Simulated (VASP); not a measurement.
# Rb (Im-3m) in VASP: a series of runs, part 2 of 2

VASP 6.6.1.

## Step 6: Relaxation of cell and atoms, PBE, target pressure 5 GPa, at which the enthalpy is minimised

This run uses another cell than the first one, of 58.64 Å³/atom, 1.494 times its volume.

INCAR

```
PREC = Accurate
ENCUT = 600
EDIFF = 1E-7
ISMEAR = 0
SIGMA = 0.1
LREAL = F
LASPH = T
NELM = 100
ALGO = Normal
ISIF = 3
LWAVE = F
LCHARG = F
GGA = PE
IBRION = 2
NSW = 70
EDIFFG = -0.008
PSTRESS = 50.0
```

KPOINTS

```
Automatic mesh
0
Gamma
  12 12 12
```

POSCAR

```
Rb
1.0
   -2.4474263615      2.4474263615      2.4474263615
    2.4474263615     -2.4474263615      2.4474263615
    2.4474263615      2.4474263615     -2.4474263615
Rb
1
Direct
    0.0000000000      0.0000000000      0.0000000000
```

Potentials or basis: VASP PAW PBE potentials, release 64 (Rb_sv).

On the command line:

```
cat potpaw_PBE.64/Rb_sv/POTCAR > POTCAR
mpirun -np 1 vasp_std > vasp.out
```

OUTCAR:

```text
PREC = Accurate
   ENCUT = 600
   EDIFF = 1E-7
   ISMEAR = 0
   LREAL = F
   LASPH = T
   NELM = 100
   ISIF = 3
   GGA = PE
   IBRION = 2
   NSW = 70
   EDIFFG = -0.008
   PSTRESS = 50.0

 ion  position               nearest neighbor table
   1  0.000  0.000  0.000-

  LATTYP: Found a body centered cubic cell.
 ALAT       =     4.8948527230

  Lattice vectors:

 A1 = (  -2.4474263615,   2.4474263615,   2.4474263615)
 A2 = (   2.4474263615,  -2.4474263615,   2.4474263615)
 A3 = (   2.4474263615,   2.4474263615,  -2.4474263615)

Analysis of symmetry for initial positions (statically):
=====================================================================
 Subroutine PRICEL returns:
 Original cell was already a primitive cell.

 Routine SETGRP: Setting up the symmetry group for a
 body centered cubic supercell.

 Subroutine GETGRP returns: Found 48 space group operations
 (whereof 48 operations were pure point group operations)
 out of a pool of 48 trial point group operations.

The static configuration has the point symmetry O_h .

Analysis of symmetry for dynamics (positions and initial velocities):
[... 166 lines left out ...]
  -------------------------------------------------------------------------------------
  Total        1.0118037      1.0118037      1.0118037     -0.0000000      0.0000000     -0.0000000
  in kB       27.6450860     27.6450860     27.6450860     -0.0000000      0.0000000     -0.0000000
  external PRESSURE =     -22.3549140 kB  Pullay stress =      50.0000000 kB
[... 98 lines left out ...]
--------------------------------------- Ionic step        4  -------------------------------------------

 number of electron       9.0000000 magnetization

 Free energy of the ion-electron system (eV)
  ---------------------------------------------------
  ext. energy  EPLUGINS =         0.00000000
  ---------------------------------------------------
  free energy    TOTEN  =        -0.52460404 eV

  energy without entropy =       -0.51792930  energy(sigma->0) =       -0.52126667

 E-fermi :   1.9428     XC(G=0):  -7.1819

 val. band max:        1.9283867232   @ k =   0.2500   0.1667   0.0833
 cond. band min:       1.9830752798   @ k =   0.3333   0.1667   0.0000
 fundamental gap:      0.0546885567
 Fermi energy:         1.9427828220

 k-point     1 :       0.0000    0.0000    0.0000
  band No.  band energies     occupation
      1     -26.9770      2.00000
      2     -10.8010      2.00000
      3     -10.8010      2.00000
      4     -10.8010      2.00000
      5      -0.9019      2.00000
      6       6.0181      0.00000
      7       6.0181      0.00000
      8       6.0181      0.00000
[... 243 lines left out ...]
 k-point    24 :       0.4167    0.0833    0.0833
  band No.  band energies     occupation
      1     -26.9130      2.00000
      2     -11.3985      2.00000
      3     -11.0253      2.00000
      4     -10.8518      2.00000
      5       2.1053      0.02155
      6       3.5499      0.00000
      7       4.1029      0.00000
      8       7.6593      0.00000

 [... further k-points ...]

------------------------ aborting loop because EDIFF is reached ----------------------------------------

  FORCE on cell =-STRESS in cart. coord.  units (eV):
  Direction    XX          YY          ZZ          XY          YZ          ZX
  --------------------------------------------------------------------------------------
  -------------------------------------------------------------------------------------
  Total        1.5486105      1.5486105      1.5486105      0.0000000      0.0000000      0.0000000
  in kB       50.0079975     50.0079975     50.0079975      0.0000000      0.0000000      0.0000000
  external PRESSURE =       0.0079975 kB  Pullay stress =      50.0000000 kB
[... 20 lines left out ...]
  energy  without entropy=       -0.5179293045  energy(sigma->0) =       -0.52126667

  enthalpy is  TOTEN    =         1.0237587843 eV   P V=        1.5483628241

 reached required accuracy - stopping structural energy minimisation
```

OSZICAR:

```text
N       E                     dE             d eps       ncg     rms          rms(c)
DAV:   1     0.444034727531E+02    0.44403E+02   -0.40490E+03  1152   0.979E+02
DAV:   2     0.108352422579E+01   -0.43320E+02   -0.42018E+02  1352   0.147E+02
DAV:   3    -0.694946028876E+00   -0.17785E+01   -0.17752E+01  1528   0.353E+01
[... 37 lines left out ...]
DAV:   4    -0.524592813655E+00   -0.57799E-05   -0.18190E-05  1240   0.445E-02    0.961E-03
DAV:   5    -0.524603719052E+00   -0.10905E-04   -0.67270E-06  1768   0.302E-02    0.718E-03
DAV:   6    -0.524604823732E+00   -0.11047E-05   -0.78647E-07  1856   0.101E-02    0.621E-03
DAV:   7    -0.524603984757E+00    0.83898E-06   -0.34954E-07  1640   0.671E-03    0.446E-04
DAV:   8    -0.524604039763E+00   -0.55006E-07   -0.28540E-09   616   0.554E-04
   4 F= 0.10237588E+01 E0= 0.10270962E+01  d E =-.687936E-01
```

CONTCAR:

```text
Rb
   1.00000000000000
    -2.3148229211629205    2.3148229211629205    2.3148229211629205
     2.3148229211629205   -2.3148229211629205    2.3148229211629205
     2.3148229211629205    2.3148229211629205   -2.3148229211629205
  Rb
     1
Direct
     1.0000000000000000    1.0000000000000000    0.0000000000000000

  0.00000000E+00  0.00000000E+00  0.00000000E+00
```

Wall time 89 s (1 thread of AMD EPYC 9R45 (Zen 5), shared host); peak memory 0.19 GiB.

Results:

| Quantity | Value |
| --- | --- |
| Free energy | -0.5246 eV |
| Relaxed volume | 49.62 Å³/atom |
| Relaxed cell | a = 4.009 Å, b = 4.009 Å, c = 4.009 Å, α = 109.47°, β = 109.47°, γ = 109.47° |
| Space group after relaxing (to 0.05 Å) | Im-3m (No. 229) |
| Energy change on relaxing (the enthalpy is what falls) | +212.8 meV/atom |
| Ionic steps | 4 |
| Pressure after relaxing | 5.0 GPa |

The path:
```
step  energy change (eV)  largest force (eV/Å)  pressure (GPa)  volume (Å³)
   1              0.0000                0.0000            2.76        58.64
   2              0.1448                0.0000            4.29        51.97
   3              0.2060                0.0000            4.93        49.84
   4              0.2128                0.0000            5.00        49.62
```

Final structure:
```
Rb
1.0
    -2.31482    2.31482    2.31482
     2.31482   -2.31482    2.31482
     2.31482    2.31482   -2.31482
Rb
1
Direct
  0.00000 0.00000 0.00000
```

Caveat: the cell is relaxed towards a set pressure, so the enthalpy falls and the energy may rise; the volume moved by over 15 % at a fixed basis, so the end points are rough.

## Step 7: The runs side by side

| task | cell | k mesh | cutoff (eV) | gap on the mesh (eV) | pressure (GPa) |
| --- | --- | --- | --- | --- | --- |
| single point | a = 3.708 Å, angles 109.5°, 1 atom | 14 × 14 × 14 | 520 | none | 10.0 |
| relaxation of cell and atoms | relaxed to 20 GPa from a = 3.611 Å, angles 109.5°, 1 atom | 14 × 14 × 14 | 600 | none | 20.0 |
| relaxation of cell and atoms | relaxed to 40 GPa from a = 3.237 Å, angles 109.5°, 1 atom | 16 × 16 × 16 | 600 | none | 40.0 |
| relaxation of cell and atoms | relaxed to 2 GPa from a = 4.880 Å, angles 109.5°, 1 atom | 10 × 10 × 10 | 600 | none | 2.0 |
| relaxation of cell and atoms | relaxed to 5 GPa from a = 4.239 Å, angles 109.5°, 1 atom | 12 × 12 × 12 | 600 | none | 5.0 |

Alike in all rows: level PBE; potentials or basis VASP PAW PBE potentials, release 64 (Rb_sv); no spin polarisation; smearing gaussian 0.1 eV.

Caveats: the cell is relaxed towards a set pressure, so the enthalpy falls and the energy may rise (some runs); the volume moved by over 15 % at a fixed basis, so the end points are rough (some runs).

Absolute energies hang on the potentials; compare differences alone.
